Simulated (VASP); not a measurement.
The system is Os.

```xyz
6
Lattice="2.7528 0.0000 0.0000 -1.3764 2.3840 0.0000 0.0000 0.0000 13.0527" Properties=species:S:1:pos:R:3 pbc="T T T"
Os    0.0000    0.0000    0.0000
Os    0.0000    1.5893    2.1755
Os    1.3764    0.7947    4.3509
Os    0.0000    0.0000    6.5264
Os    1.3764    0.7947    8.7018
Os    0.0000    1.5893   10.8773
```

| Property | Result |
| --- | --- |
| Program | VASP 6.6.1 |
| Task | relaxation of cell and atoms |
| Functional | PBE |
| Potentials or basis | VASP PAW PBE potentials, release 64 (Os) |
| Cutoff | 600 eV |
| k mesh | 18 × 18 × 4 |
| Occupations | gaussian, width 0.1 eV |
| Spin | no spin polarisation |

At the start: pressure 1.7 GPa; volume 14.28 Å³/atom.

**Question.** How do energy, volume and symmetry change on relaxing?

**Answer.** Over 12 steps the energy falls by 23.8 meV/atom and the volume is 14.35 Å³/atom (+0.5 %); space group P6_3/mmc (No. 194, to 0.05 Å).

Step by step:
| step | energy change (eV) | largest force (eV/Å) | pressure (GPa) | volume (Å³) |
| --- | --- | --- | --- | --- |
| 1 | 0.0000 | 1.0600 | 1.73 | 85.66 |
| 2 | 0.0073 | 0.1263 | -5.87 | 87.50 |
| 3 | -0.1095 | 0.4623 | -2.68 | 86.55 |
| 4 | -0.0911 | 0.2223 | 8.88 | 84.34 |
| 5 | -0.1318 | 0.1946 | 2.04 | 85.58 |
| 6 | -0.1319 | 0.1748 | -1.35 | 86.47 |
| 7 | -0.1429 | 0.0164 | 0.24 | 86.03 |
| 8 | -0.1429 | 0.0125 | 0.21 | 86.04 |
| 9 | -0.1428 | 0.0121 | -0.61 | 86.22 |
| 10 | -0.1431 | 0.0121 | -0.12 | 86.11 |
| 11 | -0.1431 | 0.0025 | 0.17 | 86.05 |
| 12 | -0.1431 | 0.0070 | 0.04 | 86.08 |

Final structure:
```
Os
1.0
     2.74003    0.00000    0.00000
    -1.37002    2.37294    0.00000
     0.00000    0.00000   13.23866
Os
6
Direct
  0.00000 0.00000 0.00000
  0.33333 0.66667 0.16284
  0.66667 0.33333 0.33716
  0.00000 0.00000 0.50000
  0.66667 0.33333 0.66284
  0.33333 0.66667 0.83716
```
